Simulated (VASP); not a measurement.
# TiB (F-43m) in VASP: further runs, part 2 of 2

VASP 6.6.1. The steps go on from the part before.

## (4) Single point, LDA (volume scaled by 0.98)

INCAR reads:

```
PREC = Accurate
ENCUT = 520
EDIFF = 1E-7
ISMEAR = -1
SIGMA = 0.15
LREAL = False
LASPH = True
NELM = 100
ALGO = Normal
ISIF = 2
LWAVE = False
LCHARG = False
NBANDS = 14
```

KPOINTS reads:

```
regular mesh
0
Gamma
  16 16 16
```

POSCAR reads:

```
TiB
1.0
    0.0000000000      2.4155709279      2.4155709279
    2.4155709279      0.0000000000      2.4155709279
    2.4155709279      2.4155709279      0.0000000000
Ti B
1 1
Direct
    0.7500000000      0.7500000000      0.7500000000
    0.0000000000      0.0000000000      0.0000000000
```

Started as:

```
$ cat potpaw_LDA.64/Ti_sv/POTCAR potpaw_LDA.64/B/POTCAR > POTCAR
$ mpirun -np 1 vasp_std > vasp.out
```

Run time: 32 s. Hardware: 1 thread of AMD EPYC 9R45 (Zen 5), shared host; peak memory 0.15 GiB.

It converged, with:

```
Free energy : -14.4878 eV
Pressure    : 2.5 GPa
```

Levels at points of the mesh, in eV from the Fermi level:
```
           k point  band 5  band 6  band 7  band 8  band 9  band 10  band 11  band 12
(0.00, 0.00, 0.00)   -7.86   -1.12   -1.12   -1.12    2.21     2.21     8.76     8.98
(0.50, 0.00, 0.00)   -5.38   -2.37   -0.66   -0.66    2.68     2.68     3.50     6.81
(0.50, 0.50, 0.00)   -4.49   -3.05    0.64    0.96    0.96     2.99     4.02     4.02
```

Caveat: the cell differs from its parent crystal (volume scaled by 0.98).

## (5) Single point, LDA (volume scaled by 1.02)

INCAR reads:

```
SYSTEM = TiB
PREC = Accurate
ENCUT = 520
EDIFF = 1E-6
ISMEAR = -1
SIGMA = 0.15
LREAL = .FALSE.
LASPH = .TRUE.
NELM = 100
ALGO = Normal
ISIF = 2
LWAVE = .FALSE.
LCHARG = .TRUE.
LELF = .TRUE.
LVHAR = .TRUE.
NBANDS = 14
```

KPOINTS reads:

```
regular mesh
0
G
  16 16 16
  0 0 0
```

POSCAR reads:

```
TiB
1.0
    0.0000000000      2.4479985682      2.4479985682
    2.4479985682      0.0000000000      2.4479985682
    2.4479985682      2.4479985682      0.0000000000
Ti B
1 1
Direct
    0.7500000000      0.7500000000      0.7500000000
    0.0000000000      0.0000000000      0.0000000000
```

Started as:

```
$ cat potpaw_LDA.64/Ti_sv/POTCAR potpaw_LDA.64/B/POTCAR > POTCAR
$ mpirun -np 1 vasp_std > vasp.out
```

Wall time 30 s (1 thread of AMD EPYC 9R45 (Zen 5), shared host); peak memory 0.16 GiB.

The run converged. Its results:

| Item | Value |
| --- | --- |
| Free energy | -14.4898 eV |
| Pressure | -2.0 GPa |

Levels at points of the mesh, in eV from the Fermi level:
```csv
k point,band 6,band 7,band 8,band 9,band 10,band 11
"(0.00, 0.00, 0.00)",-1.06,-1.06,-1.06,2.12,2.12,8.45
"(0.50, 0.00, 0.00)",-2.32,-0.62,-0.62,2.56,2.56,3.32
"(0.50, 0.50, 0.00)",-2.93,0.63,0.90,0.90,2.85,3.86
```

Caveat: the cell differs from its parent crystal (volume scaled by 1.02).

## (6) Relaxation of cell and atoms, LDA, target pressure 15 GPa, at which the enthalpy is minimised

This run uses another cell than the first one, of 13.80 Å³/atom, 1.488 times its volume.

INCAR reads:

```
PREC = Accurate
ENCUT = 600
EDIFF = 1E-6
ISMEAR = -1
SIGMA = 0.15
LREAL = F
LASPH = T
NELM = 100
ALGO = Normal
ISIF = 3
LWAVE = F
LCHARG = F
IBRION = 2
NSW = 80
EDIFFG = -0.001
PSTRESS = 150.0
```

KPOINTS reads:

```
regular mesh
0
Gamma
  16 16 16
```

POSCAR reads:

```
TiB
1.0
    0.0000000000      2.3986911122      2.3986911122
    2.3986911122      0.0000000000      2.3986911122
    2.3986911122      2.3986911122      0.0000000000
Ti B
1 1
Direct
    0.7500000000      0.7500000000      0.7500000000
    0.0000000000      0.0000000000      0.0000000000
```

Potentials or basis: VASP PAW LDA potentials, release 64 (Ti_sv, B).

Started as:

```
$ cat potpaw_LDA.64/Ti_sv/POTCAR potpaw_LDA.64/B/POTCAR > POTCAR
$ mpirun -np 1 vasp_std > vasp.out
```

It took 2 min on 1 thread of AMD EPYC 9R45 (Zen 5), shared host; peak memory 0.17 GiB.

Results (log left out):

```
Free energy                                            : -14.3639 eV
Relaxed volume                                         : 12.91 Å³/atom
Relaxed cell                                           : a = 3.317 Å, b = 3.317 Å, c = 3.317 Å, α = 60.00°, β = 60.00°, γ = 60.00°
Space group after relaxing (to 0.05 Å)                 : F-43m (No. 216)
Energy change on relaxing (the enthalpy is what falls) : +54.9 meV/atom
Ionic steps                                            : 12
Pressure after relaxing                                : 15.0 GPa
```

Step by step:
```
step  energy change (eV)  largest force (eV/Å)  pressure (GPa)  volume (Å³)
   1              0.0000                0.0000            5.18        27.60
   2              0.2912                0.0000           25.35        24.36
   3              0.1088                0.0000           14.92        25.83
   4              0.1121                0.0000           15.12        25.79
   5              0.1091                0.0000           14.97        25.82
   6              0.1096                0.0000           14.90        25.82
   7              0.1107                0.0000           15.02        25.81
   8              0.1105                0.0000           15.05        25.81
   9              0.1101                0.0000           15.05        25.81
  10              0.1099                0.0000           15.02        25.81
  11              0.1098                0.0000           14.98        25.82
  12              0.1098                0.0000           15.00        25.82
```

Final structure:
```xyz
2
Lattice="0.0000 2.3458 2.3458 2.3458 0.0000 2.3458 2.3458 2.3458 0.0000" Properties=species:S:1:pos:R:3 pbc="T T T"
Ti    3.5186    3.5186    3.5186
B     0.0000    0.0000    0.0000
```

Levels at points of the mesh, in eV from the Fermi level:
```tsv
k point	band 5	band 6	band 7	band 8	band 9	band 10	band 11
(0.00, 0.00, 0.00)	-8.10	-1.25	-1.25	-1.25	2.42	2.42	9.45
(0.50, 0.00, 0.00)	-5.42	-2.45	-0.75	-0.75	2.96	2.96	3.92
(0.50, 0.50, 0.00)	-4.43	-3.34	0.66	1.11	1.11	3.31	4.40
```

Caveat: the cell is relaxed towards a set pressure, so the enthalpy falls and the energy may rise.

## (7) Overview

| task | cell | k mesh | cutoff (eV) | smearing | gap on the mesh (eV) | pressure (GPa) |
| --- | --- | --- | --- | --- | --- | --- |
| single point | a = 2.971 Å, angles 60.0°, 2 atoms | 8 × 8 × 8 | 500 | gaussian 0.1 eV | none | 105.5 |
| single point | a = 3.316 Å, angles 60.0°, 2 atoms | 16 × 16 × 16 | 520 | fermi-dirac 0.15 eV | none | 15.2 |
| single point | a = 3.416 Å, angles 60.0°, 2 atoms | 16 × 16 × 16 | 520 | fermi-dirac 0.15 eV | none | 2.5 |
| single point | a = 3.462 Å, angles 60.0°, 2 atoms | 16 × 16 × 16 | 520 | fermi-dirac 0.15 eV | none | -2.0 |
| relaxation of cell and atoms | relaxed to 15 GPa from a = 3.392 Å, angles 60.0°, 2 atoms | 16 × 16 × 16 | 600 | fermi-dirac 0.15 eV | none | 15.0 |

Alike in all rows: level LDA; potentials or basis VASP PAW LDA potentials, release 64 (Ti_sv, B); no spin polarisation.

Caveats: the cell is relaxed towards a set pressure, so the enthalpy falls and the energy may rise (some runs).

Total energies depend on the potentials used, so only differences within one code and one set of settings carry meaning.
